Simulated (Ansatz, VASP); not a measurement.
## Ag: VASP beside Ansatz

```
Ag
1.0
     0.00000    2.02744    2.02744
     2.02744    0.00000    2.02744
     2.02744    2.02744    0.00000
Ag
1
Direct
  0.00000 0.00000 0.00000
```

Alike in both runs: functional PBEsol; k mesh 18 × 18 × 18; occupations gaussian, width 0.1 eV; no spin polarisation.

Ansatz relaxed the structure, and its values are those at the end. VASP's run is a single point on that final structure, the one shown.

|  | VASP | Ansatz |
| --- | --- | --- |
| version | VASP 6.6.1 | Ansatz 0.2.0 |
| potentials or method | VASP PAW PBE potentials, release 64 (Ag), cutoff 500 eV | scalar-relativistic, plane waves, PAW |
| valence electrons in the cell | 11 | 19 |

```tsv
	VASP	Ansatz	Ansatz less VASP
gap on the k mesh at the Fermi level (eV)	none	none	-
pressure (GPa)	-0.2	0.0	+0.22
```

VASP's potentials were made for PBE, not for PBEsol, and Ansatz warns of the same on its side. A gap of «none» marks a metal or a gap that the smearing closes. VASP's potentials hold 11 valence electrons a cell and Ansatz's 19, so a difference there can come from the potentials and not from the codes.
